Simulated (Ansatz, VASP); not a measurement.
**Two plane-wave programs on Pt**

```xyz
2
Lattice="0.0000 -1.9579 -1.9579 0.0000 1.9579 -1.9579 3.9158 0.0000 0.0000" Properties=species:S:1:pos:R:3 pbc="T T T"
Pt    2.0329    0.0000   -1.9579
Pt   -0.0750    0.0000    0.0000
```

Change from the starting cell: mode 6 (200.8 1/cm) frozen in, largest displacement +0.075 Å.

Alike in both runs: task single point; functional PBE; k mesh 18 × 18 × 12; occupations gaussian, width 0.15 eV; no spin polarisation.

|  | VASP | Ansatz |
| --- | --- | --- |
| version | VASP 6.6.1 | Ansatz 0.2.0 |
| potentials or method | VASP PAW PBE potentials, release 64 (Pt), cutoff 520 eV | scalar-relativistic, plane waves, PAW |
| valence electrons in the cell | 20 | 36 |

|  | VASP | Ansatz | Ansatz less VASP |
| --- | --- | --- | --- |
| gap on the k mesh at the Fermi level (eV) | none | none | - |
| pressure (GPa) | 14.8 | 15.4 | +0.56 |
| traceless stress, the component that is largest in VASP (GPa) | -0.41 | -0.40 | +0.010 |
| rms of the force components (eV/Å) | 1.261 | 1.271 | +0.0101 |

Atom by atom the forces differ by 0.010 eV/Å (rms over components). A gap of «none» marks a metal or a gap that the smearing closes. VASP's potentials hold 20 valence electrons a cell and Ansatz's 36, so a difference there can come from the potentials and not from the codes.

Neither program's run includes spin-orbit coupling.
